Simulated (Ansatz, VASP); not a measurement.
**One calculation of Mg, two programs**

Contents of POSCAR:

```
Mg
1.0
   -1.8359916300      1.8359916300      1.6794040200
    1.8359916300     -1.8359916300      1.6794040200
    1.8359916300      1.8359916300     -1.6794040200
Mg
1
Direct
    0.0000000000      0.0000000000      0.0000000000
```

The input INCAR.step1:

```
SYSTEM = Mg
PREC = Accurate
ENCUT = 520
ISMEAR = -1
SIGMA = 0.05
LREAL = .FALSE.
LASPH = .TRUE.
NELM = 80
NBANDS = 7
GGA = PE
ALGO = Normal
EDIFF = 1E-4
LWAVE = .TRUE.
LCHARG = .FALSE.
```

Contents of INCAR.step2:

```
SYSTEM = Mg
PREC = Accurate
ENCUT = 520
EDIFF = 1E-6
ISMEAR = -1
SIGMA = 0.05
LREAL = .FALSE.
LASPH = .TRUE.
NELM = 80
ALGO = Normal
ISIF = 2
LWAVE = .FALSE.
LCHARG = .FALSE.
METAGGA = R2SCAN
LMIXTAU = .TRUE.
NBANDS = 7
ISTART = 1
```

File KPOINTS:

```
Automatic mesh
0
G
  6 6 6
  0 0 0
```

Contents of input.yaml:

```yaml
crystal:
  lattice:
    - [-1.83599163, 1.83599163, 1.67940402]
    - [1.83599163, -1.83599163, 1.67940402]
    - [1.83599163, 1.83599163, -1.67940402]
  atoms:
    - { symbol: Mg, position: [0.0, 0.0, 0.0] }
hamiltonian:
  xc: r2scan
  pseudopotentials: { kind: paw }
kpoints:
  mp_grid: { grid: [6, 6, 6] }
  band_path:
    path:
      - [[0.0, 0.0, 0.0], [0.0, 0.0, 0.5], [-0.5, 0.5, 0.5], [0.0, 0.0, 0.0], [0.4591746214, 0.4591746214, -0.4591746214], [0.25, 0.25, 0.25], [0.0, 0.5, 0.0], [-0.4591746214, 0.5408253786, 0.4591746214], [-0.5, 0.5, 0.5]]
      - [[0.0, 0.0, 0.5], [0.25, 0.25, 0.25]]
    npoints: 14
scf:
  occupations: { method: fermi_dirac, width: 0.05 }
  n_extra_bands: 6
output:
  forces: true
  stress: true
  eigenvalues: true
  fatbands: false
  write_density: true
  write_potential: true
  elf: true
  volumetric_format: npy
```

Alike in both runs: functional r2SCAN; k mesh 6 × 6 × 6; occupations fermi-dirac, width 0.05 eV; no spin polarisation.

|  | VASP | Ansatz |
| --- | --- | --- |
| version | VASP 6.6.1 | Ansatz 0.2.0 |
| potentials or method | VASP PAW PBE potentials, release 64 (Mg) | Ansatz PAW |
| plane-wave cutoff (eV) | 520 | 500 |
| valence electrons in the cell | 2 | 10 |
| task | single point | band structure |

```csv
,VASP,Ansatz,Ansatz less VASP
gap on the k mesh at the Fermi level (eV),none,none,-
pressure (GPa),-0.4,-0.2,+0.26
"traceless stress, the component that is largest in VASP (GPa)",2.02,2.01,-0.016
```

VASP's potentials were made for PBE, not for r2SCAN. A gap of «none» marks a metal or a gap that the smearing closes. VASP's potentials hold 2 valence electrons a cell and Ansatz's 10, so a difference there can come from the potentials and not from the codes.

The k mesh is coarse, so the values compare programs but aren't converged.
